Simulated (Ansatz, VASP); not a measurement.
## Two plane-wave programs on AgO

```xyz
2
Lattice="0.0000 2.3478 2.4682 2.3478 0.0000 2.4682 2.3478 2.3478 0.0000" Properties=species:S:1:pos:R:3 pbc="T T T"
Ag    0.0000    0.0000    0.0000
O     3.5217    3.5217    3.7023
```

Change from the starting cell: strain -0.025 along x and y, +0.025 along z, atoms carried along.

Alike in both runs: task single point; functional PBEsol; k mesh 18 × 18 × 18; occupations gaussian, width 0.15 eV; no spin polarisation.

|  | VASP | Ansatz |
| --- | --- | --- |
| version | VASP 6.6.1 | Ansatz 0.2.0 |
| potentials or method | VASP PAW PBE potentials, release 64 (Ag, O), cutoff 520 eV | scalar-relativistic, plane waves, PAW |
| valence electrons in the cell | 17 | 25 |

```tsv
	VASP	Ansatz	Ansatz less VASP
gap on the k mesh at the Fermi level (eV)	none	none	-
pressure (GPa)	14.9	15.2	+0.27
traceless stress, the component that is largest in VASP (GPa)	1.25	1.26	+0.006
```

VASP's potentials were made for PBE, not for PBEsol. A gap of «none» marks a metal or a gap that the smearing closes. VASP's potentials hold 17 valence electrons a cell and Ansatz's 25, so a difference there can come from the potentials and not from the codes.
